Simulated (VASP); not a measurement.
# C9O in VASP: single point with PBE+D3(BJ)

Aim: the single point of C9O with PBE+D3(BJ).

Program: VASP 6.6.1. These are calculated values, not measurements. Logs are shortened: lines on timing, memory, paths and dates and some standing lists are left out, and cuts for length are marked.

**1. The cell of the first run**

The cell holds a slab with vacuum, 10 atoms: a = 4.931 Å, b = 4.931 Å, c = 16.650 Å, α = 90.00°, β = 90.00°, γ = 120.00°.

**2. Single point, PBE+D3(BJ)**

INCAR reads:

```
SYSTEM = C9O
PREC     = Accurate       ! precision mode
ENCUT    = 520            ! plane-wave cutoff, eV
EDIFF    = 1E-6           ! SCF threshold, eV
ISMEAR   = 0              ! smearing method
SIGMA    = 0.1            ! smearing width, eV
LREAL    = .FALSE.        ! projectors in reciprocal space
LASPH    = .TRUE.         ! aspherical terms in the spheres
NELM     = 100            ! most SCF steps
ALGO     = Normal         ! electronic algorithm
ISIF     = 2              ! what is computed and relaxed
LWAVE    = .FALSE.        ! write WAVECAR
LCHARG   = .FALSE.        ! write CHGCAR
LDIPOL   = .TRUE.       
IDIPOL   = 3            
DIPOL    = 0.5 0.5 0.288
GGA      = PE             ! functional
IVDW     = 12             ! dispersion correction
NBANDS   = 32             ! bands
```

KPOINTS reads:

```
regular mesh
0
G
  6 6 1
  0 0 0
```

POSCAR reads:

```
C9O
1.0
    4.9313048819      0.0000000000      0.0000000000
   -2.4656524409      4.2706353015      0.0000000000
    0.0000000000      0.0000000000     16.6500331942
C O
9 1
Direct
    0.3333333333      0.1666666667      0.2402417549
    0.3333333333      0.6666666667      0.2402417549
    0.8333333333      0.1666666667      0.2402417549
    0.8333333333      0.6666666667      0.2402417549
    0.1666666667      0.3333333333      0.2402397613
    0.1666666667      0.8333333333      0.2402397613
    0.6666666667      0.3333333333      0.2402397613
    0.6666666667      0.8333333333      0.2402397613
    0.3333333333      0.2500000000      0.4445260491
    0.3333333333      0.2500000000      0.5127548393
```

Potentials or basis: VASP PAW PBE potentials, release 64 (C, O).

On the command line:

```console
cat potpaw_PBE.64/C/POTCAR potpaw_PBE.64/O/POTCAR > POTCAR
mpirun -np 1 vasp_std > vasp.out
```

OUTCAR:

```text
SYSTEM = C9O
   PREC = Accurate
   ENCUT = 520
   EDIFF = 1E-6
   ISMEAR = 0
   LREAL = .FALSE.
   LASPH = .TRUE.
   NELM = 100
   ISIF = 2
   GGA = PE
   IVDW = 12
 IVDW          = 12

 ion  position               nearest neighbor table
   1  0.333  0.167  0.240-   5 1.42   6 1.42   7 1.42
   2  0.333  0.667  0.240-   6 1.42   5 1.42   8 1.42
   3  0.833  0.167  0.240-   7 1.42   8 1.42   5 1.42
   4  0.833  0.667  0.240-   8 1.42   7 1.42   6 1.42
   5  0.167  0.333  0.240-   1 1.42   2 1.42   3 1.42
   6  0.167  0.833  0.240-   2 1.42   1 1.42   4 1.42
   7  0.667  0.333  0.240-   3 1.42   4 1.42   1 1.42
   8  0.667  0.833  0.240-   4 1.42   3 1.42   2 1.42
   9  0.333  0.250  0.445-  10 1.14
  10  0.333  0.250  0.513-   9 1.14

  LATTYP: Found a hexagonal cell.
 ALAT       =     4.9313048819
 C/A-ratio  =     3.3763950096

  Lattice vectors:

 A1 = (   4.9313048819,   0.0000000000,   0.0000000000)
 A2 = (  -2.4656524409,   4.2706353015,   0.0000000000)
 A3 = (   0.0000000000,   0.0000000000,  16.6500331942)

Analysis of symmetry for initial positions (statically):
=====================================================================
 Subroutine PRICEL returns:
 Original cell was already a primitive cell.

 Routine SETGRP: Setting up the symmetry group for a
 hexagonal supercell.

 Subroutine GETGRP returns: Found  1 space group operations
 (whereof  1 operations were pure point group operations)
 out of a pool of 24 trial point group operations.

The static configuration has the point symmetry C_1 .

Analysis of symmetry for dynamics (positions and initial velocities):
=====================================================================
 Subroutine PRICEL returns:
 Original cell was already a primitive cell.

 Routine SETGRP: Setting up the symmetry group for a
 hexagonal supercell.

 Subroutine GETGRP returns: Found  1 space group operations
 (whereof  1 operations were pure point group operations)
 out of a pool of 24 trial point group operations.

The dynamic configuration has the point symmetry C_1 .

 Subroutine INISYM returns: Found  1 space group operations
 (whereof  1 operations are pure point group operations),
 and found     1 'primitive' translations

----------------------------------------------------------------------------------------

[... 115 lines left out ...]
   NUPDOWN=      -1.0000    fix difference up-down
   EMIN   =  10.00;   EMAX   =-10.00  energy-range for DOS
   EFERMI =   0.00;   METHOD = LEGACY
   ISMEAR =     0;   SIGMA  =   0.10  broadening in eV -4-tet -1-fermi 0-gaus
   EFERMI_NEDOS =   21; number of points for ismear=-14 and -15
   IALGO  =     38    algorithm
   IMIX   =      4    mixing-type and parameters
     AMIX     =   0.40;   BMIX     =  1.00
     AMIX_MAG =   1.60;   BMIX_MAG =  1.00
  volume/ion in A,a.u.               =      35.06       236.63
  Fermi-wavevector in a.u.,A,eV,Ry     =   0.806990  1.524990  8.860559  0.651233
  Thomas-Fermi vector in A             =   1.915526
   LORBIT       =      0    0 simple, 1 ext, 2 COOP (PROOUT), +10 PAW based schemes
   GGA     = PE    functional components
   LHFCALC =     F    Hartree Fock is set to
   AEXX    =    0.0000 exact exchange contribution
   IVDW    =    12    specifies the selected vdW correction
   LEPSILON=     F    determine dielectric tensor
   LRPA    =     F    only Hartree local field effects (RPA)
 non-spin polarized calculation
 Gauss-broadening in eV      SIGMA  =   0.10
  energy-cutoff  :      520.00
  volume of cell :      350.65
 maximum number of plane-waves:      9451
 NGX is ok and might be reduce to    40
   NGX = 19   NGY = 19   NGZ = 61

 number of electron      41.9999997 magnetization

 dipolmoment           0.000000      0.000000     -0.022746 electrons x Angstroem

 Free energy of the ion-electron system (eV)
  ---------------------------------------------------
  ext. energy  EPLUGINS =         0.00000000
  ---------------------------------------------------
  free energy    TOTEN  =       -88.56486230 eV

  energy without entropy =      -88.55859830  energy(sigma->0) =      -88.56173030

 E-fermi :  -1.8655     XC(G=0):  -3.5841

 val. band max:       -1.8682182585   @ k =   0.3333   0.3333   0.0000
 cond. band min:      -1.8626943139   @ k =   0.3333   0.3333   0.0000
 fundamental gap:      0.0055239446
 Fermi energy:        -1.8654562862

 k-point     1 :       0.0000    0.0000    0.0000
  band No.  band energies     occupation
      1     -27.3103      2.00000
      2     -21.3873      2.00000
      3     -16.1472      2.00000
      4     -16.1445      2.00000
      5     -16.1412      2.00000
      6     -15.1047      2.00000
[... 689 lines left out ...]
     31       4.5119      0.00000
     32       4.5185      0.00000

------------------------ aborting loop because EDIFF is reached ----------------------------------------

 vacuum level on the upper side and lower side of the slab       (xc-potential included)        -0.258        -0.027

 Edisp (eV)   -0.83114

 E8    (eV) :    -0.2509

  FORCE on cell =-STRESS in cart. coord.  units (eV):
  Direction    XX          YY          ZZ          XY          YZ          ZX
  --------------------------------------------------------------------------------------
  -------------------------------------------------------------------------------------
  Total       0.20816     0.16829     0.89545    -0.01735     0.02091     0.00021
  in kB       0.95111     0.76896     4.09152    -0.07926     0.09554     0.00098
  external pressure =        1.94 kB  Pullay stress =        0.00 kB

 VOLUME and BASIS-vectors are now :
 -----------------------------------------------------------------------------
  energy-cutoff  :      520.00
  volume of cell :      350.65
      direct lattice vectors                 reciprocal lattice vectors
     4.931304882  0.000000000  0.000000000     0.202786083  0.117078599  0.000000000
    -2.465652441  4.270635301  0.000000000     0.000000000  0.234157199  0.000000000
     0.000000000  0.000000000 16.650033194     0.000000000  0.000000000  0.060059940

 POSITION                                       TOTAL-FORCE (eV/Angst)
 -----------------------------------------------------------------------------------
      1.23283      0.71177      4.00003        -0.003081      0.002967     -0.052225
     -0.00000      2.84709      4.00003         0.002082     -0.020109      0.014137
      3.69848      0.71177      4.00003         0.011399      0.008047      0.011788
      2.46565      2.84709      4.00003         0.003537     -0.010461      0.019392
      0.00000      1.42355      4.00000         0.022786     -0.010829     -0.019506
     -1.23283      3.55886      4.00000        -0.002580      0.035257      0.003745
      2.46565      1.42355      4.00000        -0.031161     -0.012263     -0.002157
      1.23283      3.55886      4.00000        -0.003058      0.000350      0.024186
      1.02736      1.06766      7.40137        -0.000024      0.009714     -0.878068
      1.02736      1.06766      8.53739         0.000100     -0.002673      0.878708
 -----------------------------------------------------------------------------------
    total drift:                                0.000059      0.000001      0.000460

  FREE ENERGIE OF THE ION-ELECTRON SYSTEM (eV)
  ---------------------------------------------------
  free  energy   TOTEN  =       -89.3960054702 eV

  energy  without entropy=      -89.3897414774  energy(sigma->0) =      -89.39287347

 vacuum level on the upper side and lower side of the slab         2.096         2.358
```

It took 3.6 min on 1 thread of Intel Xeon 6975P-C (Granite Rapids), shared host; peak memory 0.57 GiB.

What came out:

```
Free energy                : -89.3960 eV
Largest force              : 0.879 eV/Å
Band gap on the k mesh     : 0.01 eV
Dispersion energy per atom : -0.083 eV
```

Forces on the atoms (eV/Å):
```
C   -0.003  0.003 -0.052
C    0.002 -0.020  0.014
C    0.011  0.008  0.012
C    0.004 -0.010  0.019
C    0.023 -0.011 -0.020
C   -0.003  0.035  0.004
C   -0.031 -0.012 -0.002
C   -0.003  0.000  0.024
C    0.000  0.010 -0.878
O    0.000 -0.003  0.879
```

Levels at points of the mesh, in eV from the valence-band top:
| k point | band 19 | band 20 | band 21 | band 22 | band 23 | band 24 |
| --- | --- | --- | --- | --- | --- | --- |
| (0.00, 0.00, 0.00) | -2.36 | -2.36 | -2.34 | 1.59 | 1.63 | 1.68 |
| (0.50, 0.00, 0.00) | -5.00 | -2.74 | -2.72 | 1.58 | 1.96 | 2.82 |
| (0.00, 0.50, 0.00) | -5.00 | -2.74 | -2.72 | 1.58 | 1.96 | 2.82 |
| (0.50, 0.50, 0.00) | -5.00 | -2.74 | -2.72 | 1.58 | 1.96 | 2.82 |
